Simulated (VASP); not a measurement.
A run of VASP 6.6.1 is set up as follows.

INCAR

```
ALGO = Normal
EDIFF = 1E-6
ENCUT = 520
GGA = PS
ISIF = 2
ISMEAR = -1
LASPH = T
LCHARG = F
LREAL = F
LWAVE = F
NBANDS = 15
NELM = 60
PREC = Accurate
SIGMA = 0.02
```

KPOINTS

```
k-points
0
Gamma
  6 6 6
```

The input POSCAR:

```
KBr
1.0
    0.0000000000      3.2730462384      3.2730462384
    3.2730462384      0.0000000000      3.2730462384
    3.2730462384      3.2730462384      0.0000000000
K Br
1 1
Direct
    0.0000000000      0.0000000000      0.0000000000
    0.5000000000      0.5000000000      0.5000000000
```

Potentials or basis: VASP PAW PBE potentials, release 64 (K_sv, Br).

The run is started by

```bash
$ cat potpaw_PBE.64/K_sv/POTCAR potpaw_PBE.64/Br/POTCAR > POTCAR
$ mpirun -np 1 vasp_std > vasp.out
```

Q: What does it give for the band gap on the k mesh?

A: 4.34 eV, direct.

Q: Estimate the pressure.

A: 0.1 GPa.

Caveat: the PAW data sets were made with another functional, which shifts forces and pressure a little. A hybrid or GW would open this gap; PBEsol tends to underestimate it.
